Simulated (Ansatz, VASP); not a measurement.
Two plane-wave programs on LaB

Contents of INCAR:

```
ALGO = Normal
EDIFF = 1E-7
EDIFFG = -0.01
ENCUT = 600
GGA = PE
IBRION = 2
ISIF = 3
ISMEAR = 0
LASPH = True
LCHARG = False
LREAL = False
LWAVE = False
NELM = 100
NSW = 100
PREC = Accurate
SIGMA = 0.1
```

File KPOINTS:

```
k-points
0
Gamma
  16 16 16
```

File POSCAR:

```
LaB
1.0
    3.3351229000      0.0000000000      0.0000000000
    0.0000000000      3.3351229000      0.0000000000
    0.0000000000      0.0000000000      3.7391772800
La B
1 1
Direct
    0.5000000000      0.5000000000      0.5000000000
    0.0000000000      0.0000000000      0.0000000000
```

Input for Ansatz:

```yaml
crystal:
  lattice:
    - [3.3351229, 0.0, 0.0]
    - [0.0, 3.3351229, 0.0]
    - [0.0, 0.0, 3.73917728]
  atoms:
    - { symbol: La, position: [0.5, 0.5, 0.5] }
    - { symbol: B, position: [0.0, 0.0, 0.0] }
basis:
  ecutwfc: 420
kpoints:
  mp_grid: { grid: [16, 16, 16] }
hamiltonian:
  xc: pbe
scf:
  occupations: { method: gaussian, width: 0.1 }
output:
  forces: true
  stress: true
  eigenvalues: true
relax:
  adjacent_minimum: "off"
  f_tol: 0.01
  max_steps: 80
  cell: { stress_tol: 0.05 }
```

Change from the starting cell: species swapped into the TiRh type (P4/mmm, No. 123).

Alike in both runs: task relaxation of cell and atoms; functional PBE; k mesh 16 × 16 × 16; occupations gaussian, width 0.1 eV; no spin polarisation.

|  | VASP | Ansatz |
| --- | --- | --- |
| version | VASP 6.6.1 | Ansatz 0.2.0 |
| potentials or method | VASP PAW PBE potentials, release 64 (La, B), cutoff 600 eV | scalar-relativistic, plane waves, PAW |
| valence electrons in the cell | 14 | 14 |

```tsv
	VASP	Ansatz	Ansatz less VASP
gap on the k mesh at the Fermi level, each at its own relaxed structure (eV)	none	none	-
relaxed volume (Å³/atom)	19.86	19.87	+0.012
relaxed cell length with the largest relative difference (Å)	3.411	3.412	+0.0008
```

A gap of «none» marks a metal or a gap that the smearing closes.

Neither program's run includes spin-orbit coupling.
